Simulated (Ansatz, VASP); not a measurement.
TiC: VASP beside Ansatz

```
Ti C
1.0
     3.04528    0.00000    0.00000
    -1.52264    2.63729    0.00000
     0.00000    0.00000    2.69390
Ti C
1 1
Direct
  0.00000 0.00000 0.00000
  0.34975 0.66667 0.50000
```

Alike in both runs: task single point; functional PBE; k mesh 16 × 16 × 14; occupations fermi-dirac, width 0.08 eV; no spin polarisation.

|  | VASP | Ansatz |
| --- | --- | --- |
| version | VASP 6.6.1 | Ansatz 0.2.0 |
| potentials or method | VASP PAW PBE potentials, release 64 (Ti_sv, C), cutoff 520 eV | all-electron LAPW, scalar-relativistic |

VASP gave:

```
pressure (GPa)                                                : 0.3
traceless stress, the component that is largest in VASP (GPa) : 1.39
rms of the force components (eV/Å)                            : 0.177
```

Problem. What did Ansatz give for the same quantities?

Solution. Pressure (GPa): 0.2; traceless stress, the component that is largest in VASP (GPa): 1.38; rms of the force components (eV/Å): 0.176.

Atom by atom the forces differ by 0.001 eV/Å (rms over components). Ansatz ran all-electron here, and VASP with PAW potentials.
